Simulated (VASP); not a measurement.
A run of VASP 6.6.1 is set up as follows.

INCAR

```
  PREC = Accurate
  ENCUT = 520
  EDIFF = 1E-7
  ISMEAR = 0
  SIGMA = 0.1
  LREAL = False
  LASPH = True
  NELM = 100
  ALGO = Normal
  ISIF = 2
  LWAVE = False
  LCHARG = False
  GGA = PE
  NBANDS = 15
```

Contents of KPOINTS:

```
regular mesh
0
Gamma
  14 14 14
```

The input POSCAR:

```
ZrC
1.0
    0.0000000000      2.3502100000      2.3502100000
    2.3502100000      0.0000000000      2.3502100000
    2.3502100000      2.3502100000      0.0000000000
Zr C
1 1
Direct
    0.4521319371      0.5478680629      0.5478680629
    0.0000000000      0.0000000000      0.0000000000
```

Potentials or basis: VASP PAW PBE potentials, release 64 (Zr_sv, C).

Command:

```bash
$ cat potpaw_PBE.64/Zr_sv/POTCAR potpaw_PBE.64/C/POTCAR > POTCAR
$ mpirun -np 1 vasp_std > vasp.out
```

Q: Estimate the pressure.

A: 5.6 GPa.

Q: Estimate the largest force.

A: 1.849 eV/Å.

Stress tensor (GPa, compression positive):
```
15.05  0.00  0.00
 0.00  0.85  0.00
 0.00  0.00  0.85
```

Caveat: the cell differs from its parent crystal (one atom moved); forces of over 1 eV/Å act on the atoms, so gaps and moduli don't describe the material at rest.
